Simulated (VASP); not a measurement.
PbF2, 3 atoms in the cell. Symmetry: Fm-3m, No. 225, cubic system. The conventional cell has a = 5.999 Å, b = 5.999 Å, c = 5.999 Å, α = 90.00°, β = 90.00°, γ = 90.00°. Within 3.4 Å of Pb (site symmetry m-3m) lie 8 F at 2.60 Å. F (site symmetry -43m) has 4 Pb at 2.60 Å and 6 F at 3.00 Å within 3.4 Å. 

- Program: VASP 6.6.1
- Task: single point
- Functional: revPBE
- Dispersion: D3(BJ)
- Potentials or basis: VASP PAW PBE potentials, release 64 (Pb_d, F)
- Cutoff: 600 eV
- k mesh: 8 × 8 × 8
- Occupations: fermi-dirac, width 0.05 eV
- Spin: no spin polarisation
- Dipole correction: no
- Further INCAR settings: ALGO = Normal; EDIFF = 1e-06; NBANDS = 21

Potentials or basis: VASP PAW PBE potentials, release 64 (Pb_d, F).

Run with:

```sh
$ cat potpaw_PBE.64/Pb_d/POTCAR potpaw_PBE.64/F/POTCAR > POTCAR
$ mpirun -np 1 vasp_std > vasp.out
```

Hardware: 1 thread of AMD EPYC 9R45 (Zen 5), with other jobs on the host.

**Question.** Estimate the wall time of this run.

**Answer.** Run time: 28 s on 1 thread of AMD EPYC 9R45 (Zen 5) (shared host), peak memory 0.19 GiB. Counts: scf iterations 14, k points 29.
